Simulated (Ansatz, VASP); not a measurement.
Cd in VASP and in Ansatz

File INCAR:

```
SYSTEM = Cd
ALGO = Normal
EDIFF = 1E-7
ENCUT = 520
GGA = PE
ISIF = 2
ISMEAR = -1
LASPH = .True.
LCHARG = .False.
LREAL = .False.
LWAVE = .False.
NBANDS = 19
NELM = 80
PREC = Accurate
SIGMA = 0.1
```

File KPOINTS:

```
k-points
0
Gamma
  13 13 13
  0 0 0
```

Contents of POSCAR:

```
Cd
1.0
    0.0000000000      3.2008770238      3.2008770238
    3.2008770238      0.0000000000      3.2008770238
    3.2008770238      3.2008770238      0.0000000000
Cd
2
Direct
    0.1250000000      0.1250000000      0.1250000000
    0.8750000000      0.8750000000      0.8750000000
```

Input for Ansatz:

```yaml
crystal:
  lattice:
    - [0.0, 3.2008770238, 3.2008770238]
    - [3.2008770238, 0.0, 3.2008770238]
    - [3.2008770238, 3.2008770238, 0.0]
  atoms:
    - { symbol: Cd, position: [0.125, 0.125, 0.125] }
    - { symbol: Cd, position: [0.875, 0.875, 0.875] }
hamiltonian:
  xc: pbe
  pseudopotentials:
    kind: paw
    azcp:
      Cd: "pseudopotentials/Cd.paw.azcp"
basis:
  ecutwfc: 420
  fft_grid_basis: typed
kpoints:
  mp_grid: { grid: [13, 13, 13], shift: [0, 0, 0] }
magnetization:
  spin_polarized: false
scf:
  occupations: { method: fermi_dirac, width: 0.1 }
output:
  stress: true
```

Alike in both runs: task single point; functional PBE; k mesh 13 × 13 × 13; occupations fermi-dirac, width 0.1 eV; no spin polarisation.

|  | VASP | Ansatz |
| --- | --- | --- |
| version | VASP 6.6.1 | Ansatz 0.2.0 |
| potentials or method | VASP PAW PBE potentials, release 64 (Cd), cutoff 520 eV | plane waves (420 eV) with PAW, scalar-relativistic |
| valence electrons in the cell | 24 | 40 |

|  | VASP | Ansatz | Ansatz less VASP |
| --- | --- | --- | --- |
| pressure (GPa) | 3.1 | 2.9 | -0.24 |

VASP's potentials hold 24 valence electrons a cell and Ansatz's 40, so a difference there can come from the potentials and not from the codes.
